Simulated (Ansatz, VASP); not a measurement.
KCl in VASP and in Ansatz

```
CELL_PARAMETERS angstrom
3.65807 0.00000 0.00000
0.00000 3.65807 0.00000
0.00000 0.00000 3.65807
ATOMIC_POSITIONS crystal
K 0.00000 0.00000 0.00000
Cl 0.50000 0.50000 0.50000
```

Change from the starting cell: volume scaled by 1.02.

Alike in both runs: task single point; functional PBE; k mesh 7 × 7 × 7; occupations fermi-dirac, width 0.02 eV; no spin polarisation.

|  | VASP | Ansatz |
| --- | --- | --- |
| version | VASP 6.6.1 | Ansatz 0.2.0 |
| potentials or method | VASP PAW PBE potentials, release 64 (K_sv, Cl), cutoff 500 eV | all-electron LAPW, scalar-relativistic |

Ansatz gave:

| Property | Result |
| --- | --- |
| gap on the k mesh at the Fermi level (eV) | 5.51 |
| pressure (GPa) | 3.7 |

Which values does VASP return?

gap on the k mesh at the Fermi level (eV): 5.50; pressure (GPa): 3.8.

Ansatz ran all-electron here, and VASP with PAW potentials.
